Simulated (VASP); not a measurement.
# SnSe in VASP: a series of runs

The runs below take SnSe through single point, with r2SCAN.

All numbers are computed with VASP 6.6.1; they aren't measurements. Logs are shortened: lines on timing, memory, paths and dates and some standing lists are left out, and cuts for length are marked.

## 1. The cell of the first run

The cell holds a slab with vacuum, 4 atoms: a = 4.200 Å, b = 4.200 Å, c = 10.991 Å, α = 90.00°, β = 90.00°, γ = 90.00°.

## 2. Single point, r2SCAN (strain -0.0200 x Voigt [1, 1, 0, 0, 0, 0])

File POSCAR:

```
SnSe
1.0
    4.1996208707      0.0000000000      0.0000000000
    0.0000000000      4.1996208707      0.0000000000
    0.0000000000      0.0000000000     10.9906921300
Sn Se
2 2
Direct
    0.5000000000      0.0000000000      0.3722291100
    0.0000000000      0.5000000000      0.6277708900
    0.5000000000      0.0000000000      0.6160394900
    0.0000000000      0.5000000000      0.3839605100
```

File INCAR.step1:

```
SYSTEM = SnSe
ALGO = Normal
EDIFF = 1E-4
ENCUT = 520
GGA = PE
ISMEAR = 0
LASPH = .True.
LCHARG = .False.
LREAL = .False.
LWAVE = .True.
NBANDS = 28
NELM = 100
PREC = Accurate
SIGMA = 0.05
```

File INCAR.step2:

```
SYSTEM = SnSe
ALGO = Normal
EDIFF = 1E-7
ENCUT = 520
ISIF = 2
ISMEAR = 0
ISTART = 1
LASPH = .True.
LCHARG = .True.
LELF = .True.
LMIXTAU = .True.
LREAL = .False.
LVHAR = .True.
LWAVE = .False.
METAGGA = R2SCAN
NBANDS = 28
NELM = 100
PREC = Accurate
SIGMA = 0.05
```

File KPOINTS:

```
k-points
0
Gamma
  6 6 4
  0 0 0
```

Potentials or basis: VASP PAW PBE potentials, release 64 (Sn_d, Se).

On the command line:

```console
$ cat potpaw_PBE.64/Sn_d/POTCAR potpaw_PBE.64/Se/POTCAR > POTCAR
$ cp INCAR.step1 INCAR
$ mpirun -np 1 vasp_std > vasp.out
$ cp INCAR.step2 INCAR
$ mpirun -np 1 vasp_std > vasp.out
```

OUTCAR:

```text
SYSTEM = SnSe
   EDIFF = 1E-7
   ENCUT = 520
   ISIF = 2
   ISMEAR = 0
   ISTART = 1
   LASPH = .True.
   LREAL = .False.
   METAGGA = R2SCAN
   NELM = 100
   PREC = Accurate

 ion  position               nearest neighbor table
   1  0.500  0.000  0.372-   3 2.68   4 2.97   4 2.97   4 2.97   4 2.97
   2  0.000  0.500  0.628-   4 2.68   3 2.97   3 2.97   3 2.97   3 2.97
   3  0.500  0.000  0.616-   1 2.68   2 2.97   2 2.97   2 2.97   2 2.97
   4  0.000  0.500  0.384-   2 2.68   1 2.97   1 2.97   1 2.97   1 2.97

  LATTYP: Found a simple tetragonal cell.
 ALAT       =     4.1996208707
 C/A-ratio  =     2.6170676993

  Lattice vectors:

 A1 = (   4.1996208707,   0.0000000000,   0.0000000000)
 A2 = (   0.0000000000,   4.1996208707,   0.0000000000)
 A3 = (   0.0000000000,   0.0000000000,  10.9906921300)

Analysis of symmetry for initial positions (statically):
=====================================================================
 Subroutine PRICEL returns:
 Original cell was already a primitive cell.

 Routine SETGRP: Setting up the symmetry group for a
 simple tetragonal supercell.

 Subroutine GETGRP returns: Found 16 space group operations
 (whereof  8 operations were pure point group operations)
 out of a pool of 16 trial point group operations.

The static configuration has the point symmetry D_2d.
 The point group associated with its full space group is D_4h.

Analysis of symmetry for dynamics (positions and initial velocities):
=====================================================================
 Subroutine PRICEL returns:
 Original cell was already a primitive cell.

 Routine SETGRP: Setting up the symmetry group for a
 simple tetragonal supercell.

 Subroutine GETGRP returns: Found 16 space group operations
 (whereof  8 operations were pure point group operations)
 out of a pool of 16 trial point group operations.

The dynamic configuration has the point symmetry D_2d.
 The point group associated with its full space group is D_4h.

 Subroutine INISYM returns: Found 16 space group operations
 (whereof  8 operations are pure point group operations),
 and found     1 'primitive' translations

----------------------------------------------------------------------------------------

                                     Primitive cell

  volume of cell :     193.8408

  direct lattice vectors                    reciprocal lattice vectors
     4.199620871  0.000000000  0.000000000     0.238116733  0.000000000  0.000000000
     0.000000000  4.199620871  0.000000000     0.000000000  0.238116733  0.000000000
     0.000000000  0.000000000 10.990692130     0.000000000  0.000000000  0.090986081

  length of vectors
     4.199620871  4.199620871 10.990692130     0.238116733  0.238116733  0.090986081

  position of ions in fractional coordinates (direct lattice)
     0.500000000  0.000000000  0.372229110
     0.000000000  0.500000000  0.627770890
     0.500000000  0.000000000  0.616039490
     0.000000000  0.500000000  0.383960510

  ion indices of the primitive-cell ions
   primitive index   ion index
                 1           1
                 2           2
                 3           3
                 4           4

----------------------------------------------------------------------------------------

 KPOINTS: k-points

Automatic generation of k-mesh.
 Grid dimensions read from file:
 generate k-points for:    6    6    4

 Generating k-lattice:

  Cartesian coordinates                     Fractional coordinates (reciprocal lattice)
     0.039686122  0.000000000  0.000000000     0.166666667  0.000000000  0.000000000
     0.000000000  0.039686122  0.000000000     0.000000000  0.166666667  0.000000000
     0.000000000  0.000000000  0.022746520     0.000000000  0.000000000  0.250000000

  Length of vectors
     0.039686122  0.039686122  0.022746520

  Shift w.r.t. Gamma in fractional coordinates (k-lattice)
     0.000000000  0.000000000  0.000000000

 Subroutine IBZKPT returns following result:
 ===========================================

 Found     30 irreducible k-points:

 Following reciprocal coordinates:
            Coordinates               Weight
  0.000000  0.000000  0.000000      1.000000
  0.166667  0.000000  0.000000      4.000000
  0.333333  0.000000  0.000000      4.000000
  0.500000  0.000000  0.000000      2.000000
  0.166667  0.166667  0.000000      4.000000
  0.333333  0.166667  0.000000      8.000000
[... 16 lines left out ...]
  0.333333  0.000000  0.500000      4.000000
  0.500000  0.000000  0.500000      2.000000
 [... further k-points ...]
   k-points           NKPTS =     30   k-points in BZ     NKDIM =     30   number of bands    NBANDS=     28
   number of dos      NEDOS =    301   number of ions     NIONS =      4
   total plane-waves  NPLWV =  86016
   dimension x,y,z NGX =    32 NGY =   32 NGZ =   84
   dimension x,y,z NGXF=    64 NGYF=   64 NGZF=  168
   ions per type =               2   2
   NGX,Y,Z   is equivalent  to a cutoff of  12.67, 12.67, 12.71 a.u.
   NGXF,Y,Z  is equivalent  to a cutoff of  25.34, 25.34, 25.41 a.u.
 SYSTEM =  SnSe
   PREC   = accura    normal or accurate (medium, high low for compatibility)
   ISTART =      1    job   : 0-new  1-cont  2-samecut
   ICHARG =      0    charge: 1-file 2-atom 10-const
   ISPIN  =      1    spin polarized calculation?
   LNONCOLLINEAR =      F non collinear calculations
   LSORBIT =      F    spin-orbit coupling
   LASPH  =      T    aspherical Exc in radial PAW
   ENCUT  =  520.0 eV  38.22 Ry    6.18 a.u.   7.81  7.81 20.44*2*pi/ulx,y,z
   NELM   =    100;   NELMIN=  2; NELMDL=  0     # of ELM steps
   EDIFF  = 0.1E-06   stopping-criterion for ELM
   LREAL  =      F    real-space projection
   EDIFFG = 0.1E-05   stopping-criterion for IOM
   NSW    =      0    number of steps for IOM
   IBRION =     -1    ionic relax: 0-MD 1-quasi-New 2-CG
   NFREE  =      0    steps in history (QN), initial steepest desc. (CG)
   ISIF   =      2    stress and relaxation
   ISYM   =      2    0-nonsym 1-usesym 2-fastsym
   POTIM  = 0.5000    time-step for ionic-motion
   TEBEG  =    0.0;   TEEND  =   0.0 temperature during run
   PSTRESS=    0.0 pullay stress
   NELECT =      40.0000    total number of electrons
   NUPDOWN=      -1.0000    fix difference up-down
   EMIN   =  10.00;   EMAX   =-10.00  energy-range for DOS
   EFERMI =   0.00;   METHOD = LEGACY
   ISMEAR =     0;   SIGMA  =   0.05  broadening in eV -4-tet -1-fermi 0-gaus
   EFERMI_NEDOS =   21; number of points for ismear=-14 and -15
   IALGO  =     38    algorithm
   IMIX   =      4    mixing-type and parameters
     AMIX     =   0.40;   BMIX     =  1.00
     AMIX_MAG =   1.60;   BMIX_MAG =  1.00
  volume/ion in A,a.u.               =      48.46       327.03
  Fermi-wavevector in a.u.,A,eV,Ry     =   0.967416  1.828150 12.733597  0.935893
  Thomas-Fermi vector in A             =   2.097299
   LORBIT       =      0    0 simple, 1 ext, 2 COOP (PROOUT), +10 PAW based schemes
   METAGGA = R2SCAN    functional components
   LHFCALC =     F    Hartree Fock is set to
   AEXX    =    0.0000 exact exchange contribution
   IVDW    =     0    specifies the selected vdW correction
   LEPSILON=     F    determine dielectric tensor
   LRPA    =     F    only Hartree local field effects (RPA)
 non-spin polarized calculation
 Gauss-broadening in eV      SIGMA  =   0.05
  energy-cutoff  :      520.00
  volume of cell :      193.84
 maximum number of plane-waves:      5268
 NGX is ok and might be reduce to    32
   NGX = 15   NGY = 15   NGZ = 41

 number of electron      40.0000001 magnetization

 Free energy of the ion-electron system (eV)
  ---------------------------------------------------
  ext. energy  EPLUGINS =         0.00000000
  ---------------------------------------------------
  free energy    TOTEN  =       -79.52884834 eV

  energy without entropy =      -79.52884834  energy(sigma->0) =      -79.52884834

 E-fermi :   1.1341     XC(G=0):  -6.3322

 val. band max:        0.8391299005   @ k =   0.3333   0.0000   0.5000
 cond. band min:       2.3691375465   @ k =   0.0000   0.0000   0.5000
 fundamental gap:      1.5300076459
 Fermi energy:         1.1340867940

 k-point     1 :       0.0000    0.0000    0.0000
  band No.  band energies     occupation
      1     -21.0253      2.00000
      2     -21.0218      2.00000
      3     -21.0192      2.00000
      4     -21.0186      2.00000
      5     -21.0140      2.00000
      6     -20.9806      2.00000
[... 20 lines left out ...]
     27       6.8929      0.00000
     28       7.2364      0.00000

 k-point     2 :       0.1667    0.0000    0.0000
  band No.  band energies     occupation
      1     -21.0242      2.00000
      2     -21.0224      2.00000
      3     -21.0176      2.00000
      4     -21.0167      2.00000
      5     -21.0133      2.00000
      6     -20.9808      2.00000
[... 20 lines left out ...]
     27       6.5918      0.00000
     28       6.6929      0.00000

 k-point     3 :       0.3333    0.0000    0.0000
  band No.  band energies     occupation
      1     -21.0286      2.00000
      2     -21.0250      2.00000
      3     -21.0172      2.00000
      4     -21.0130      2.00000
      5     -21.0001      2.00000
      6     -20.9823      2.00000
[... 20 lines left out ...]
     27       6.0886      0.00000
     28       7.7978      0.00000

 k-point     4 :       0.5000    0.0000    0.0000
  band No.  band energies     occupation
      1     -21.0296      2.00000
      2     -21.0296      2.00000
      3     -21.0131      2.00000
      4     -21.0131      2.00000
      5     -20.9882      2.00000
      6     -20.9882      2.00000
[... 578 lines left out ...]
     27       6.1694      0.00000
     28       6.7234      0.00000

 k-point    23 :       0.3333    0.0000    0.5000
  band No.  band energies     occupation
      1     -21.0286      2.00000
      2     -21.0250      2.00000
      3     -21.0172      2.00000
      4     -21.0130      2.00000
      5     -21.0001      2.00000
      6     -20.9823      2.00000
[... 20 lines left out ...]
     27       6.7106      0.00000
     28       7.4834      0.00000

 k-point    24 :       0.5000    0.0000    0.5000
  band No.  band energies     occupation
      1     -21.0296      2.00000
      2     -21.0296      2.00000
      3     -21.0131      2.00000
      4     -21.0131      2.00000
      5     -20.9882      2.00000
      6     -20.9882      2.00000
[... 20 lines left out ...]
     27       7.5263      0.00000
     28       7.5263      0.00000

 [... further k-points ...]

------------------------ aborting loop because EDIFF is reached ----------------------------------------

  FORCE on cell =-STRESS in cart. coord.  units (eV):
  Direction    XX          YY          ZZ          XY          YZ          ZX
  --------------------------------------------------------------------------------------
  -------------------------------------------------------------------------------------
  Total        2.0944585      2.0944585      0.5044877      0.0000000      0.0000000      0.0000000
  in kB       17.3115969     17.3115969      4.1698069      0.0000000      0.0000000      0.0000000
  external PRESSURE =      12.9310002 kB  Pullay stress =       0.0000000 kB

 VOLUME and BASIS-vectors are now :
 -----------------------------------------------------------------------------
  energy-cutoff  :      520.00
  volume of cell :      193.84
      direct lattice vectors                 reciprocal lattice vectors
     4.199620871  0.000000000  0.000000000     0.238116733  0.000000000  0.000000000
     0.000000000  4.199620871  0.000000000     0.000000000  0.238116733  0.000000000
     0.000000000  0.000000000 10.990692130     0.000000000  0.000000000  0.090986081

 POSITION                                       TOTAL-FORCE (eV/Angst)
 -----------------------------------------------------------------------------------
      2.09981      0.00000      4.09106         0.000000      0.000000     -0.148297
      0.00000      2.09981      6.89964         0.000000      0.000000      0.148297
      2.09981      0.00000      6.77070         0.000000      0.000000      0.050790
      0.00000      2.09981      4.21999        -0.000000     -0.000000     -0.050790
 -----------------------------------------------------------------------------------
    total drift:                                0.000000      0.000000      0.000000

  FREE ENERGIE OF THE ION-ELECTRON SYSTEM (eV)
  ---------------------------------------------------
  free  energy   TOTEN  =       -79.5288483389 eV

  energy  without entropy=      -79.5288483389  energy(sigma->0) =      -79.52884834
```

Run time: 8 min. Hardware: 1 thread of AMD EPYC 9R45 (Zen 5), shared host; peak memory 0.37 GiB.

Results:

```
Free energy            : -79.5288 eV
Largest force          : 0.148 eV/Å
Band gap on the k mesh : 1.53 eV (least direct gap 1.76 eV)
```

Forces on the atoms (eV/Å):
```
Sn   0.000  0.000 -0.148
Sn   0.000  0.000  0.148
Se   0.000  0.000  0.051
Se   0.000  0.000 -0.051
```

Caveat: the cell differs from its parent crystal (strain -0.0200 x Voigt [1, 1, 0, 0, 0, 0]); there is no dipole correction, which matters where the two faces differ; the PAW data sets were made with another functional, which shifts forces and pressure a little; spin-orbit coupling is left out, which moves the levels of the heavy elements.

## 3. Single point, r2SCAN (strain -0.0100 x Voigt [1, 1, 0, 0, 0, 0])

Edit POSCAR of step 2 so:

```diff
@@ -2,4 +2,4 @@
 1.0
-    4.1996208707      0.0000000000      0.0000000000
-    0.0000000000      4.1996208707      0.0000000000
+    4.2424741449      0.0000000000      0.0000000000
+    0.0000000000      4.2424741449      0.0000000000
     0.0000000000      0.0000000000     10.9906921300
```

File INCAR.step1:

```
  ALGO = Normal
  EDIFF = 1E-4
  ENCUT = 520
  GGA = PE
  ISMEAR = 0
  LASPH = True
  LCHARG = False
  LREAL = False
  LWAVE = True
  NBANDS = 28
  NELM = 100
  PREC = Accurate
  SIGMA = 0.05
```

File INCAR.step2:

```
  ALGO = Normal
  EDIFF = 1E-6
  ENCUT = 520
  ISIF = 2
  ISMEAR = 0
  ISTART = 1
  LASPH = True
  LCHARG = False
  LMIXTAU = True
  LREAL = False
  LWAVE = False
  METAGGA = R2SCAN
  NBANDS = 28
  NELM = 100
  PREC = Accurate
  SIGMA = 0.05
```

File KPOINTS:

```
k-points
0
Gamma
  6 6 4
```

Potentials or basis: VASP PAW PBE potentials, release 64 (Sn_d, Se).

On the command line:

```console
$ cat potpaw_PBE.64/Sn_d/POTCAR potpaw_PBE.64/Se/POTCAR > POTCAR
$ cp INCAR.step1 INCAR
$ mpirun -np 1 vasp_std > vasp.out
$ cp INCAR.step2 INCAR
$ mpirun -np 1 vasp_std > vasp.out
```

Run time: 7 min. Hardware: 1 thread of AMD EPYC 9R45 (Zen 5), shared host; peak memory 0.37 GiB.

The run converged. Its results:

```
Free energy            : -79.5610 eV
Largest force          : 0.081 eV/Å
Band gap on the k mesh : 1.65 eV (least direct gap 1.76 eV)
```

Forces on the atoms (eV/Å):
```
Sn   0.000  0.000 -0.081
Sn   0.000  0.000  0.081
Se   0.000  0.000  0.025
Se   0.000  0.000 -0.025
```

Levels at points of the mesh, in eV from the valence-band top:
```
           k point  band 17  band 18  band 19  band 20  band 21  band 22  band 23  band 24
(0.00, 0.00, 0.00)    -3.31    -1.95    -1.95    -0.34     1.79     4.10     4.12     4.88
(0.50, 0.00, 0.00)    -1.72    -1.72    -0.13    -0.13     1.83     1.83     2.28     2.28
(0.50, 0.50, 0.00)    -3.53    -3.53    -1.86    -1.86     3.95     3.95     5.07     5.07
(0.00, 0.00, 0.50)    -3.31    -1.95    -1.95    -0.34     1.65     4.13     4.88     4.88
(0.50, 0.00, 0.50)    -1.72    -1.72    -0.13    -0.13     1.83     1.83     2.28     2.28
(0.50, 0.50, 0.50)    -3.53    -3.53    -1.86    -1.86     3.92     3.92     5.13     5.13
```

Caveat: the cell differs from its parent crystal (strain -0.0100 x Voigt [1, 1, 0, 0, 0, 0]); there is no dipole correction, which matters where the two faces differ; the PAW data sets were made with another functional, which shifts forces and pressure a little; spin-orbit coupling is left out, which moves the levels of the heavy elements.
